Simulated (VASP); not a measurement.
Write the native input for VASP 6.6.1 that does the following.

| Quantity | Value |
| --- | --- |
| Task | single point |
| Functional | PBEsol |
| Potentials or basis | VASP PAW PBE potentials, release 64 (Ga_d, As) |
| Cutoff | 500 eV |
| k mesh | 4 × 4 × 4 |
| Occupations | gaussian, width 0.01 eV |
| Spin | no spin polarisation |
| Dipole correction | no |
| Further INCAR settings | ALGO = Normal; EDIFF = 1e-06; NBANDS = 16 |

The structure of GaAs (m.bgw) lies in POSCAR:

```
GaAs
1.0
    0.0000000000      2.8298453281      2.8298453281
    2.8298453281      0.0000000000      2.8298453281
    2.8298453281      2.8298453281      0.0000000000
Ga As
1 1
Direct
    0.0000000000      0.0000000000      0.0000000000
    0.2500000000      0.2500000000      0.2500000000
```

These files were run (other wordings do the same):

INCAR

```
SYSTEM = GaAs
PREC = Accurate
ENCUT = 500
EDIFF = 1E-6
ISMEAR = 0
SIGMA = 0.01
LREAL = .FALSE.
LASPH = .TRUE.
NELM = 120
ALGO = Normal
ISIF = 2
LWAVE = .FALSE.
LCHARG = .FALSE.
GGA = PS
NBANDS = 16
GGA_COMPAT = .FALSE.
```

KPOINTS

```
Automatic mesh
0
G
  4 4 4
  0 0 0
```

Potentials or basis: VASP PAW PBE potentials, release 64 (Ga_d, As).

Run with:

```bash
$ cat potpaw_PBE.64/Ga_d/POTCAR potpaw_PBE.64/As/POTCAR > POTCAR
$ mpirun -np 1 vasp_std > vasp.out
```

It gave:

```yaml
Pressure: 0.4 GPa
Band_gap_on_the_k_mesh: 0.42 eV, direct
```

Caveat: the k points lie up to 0.48 Å⁻¹ apart; the PAW data sets were made with another functional, which shifts forces and pressure a little.

It used 24 s of CPU time on 1 thread of AMD EPYC 7R13 Processor (Zen 3) (shared host).
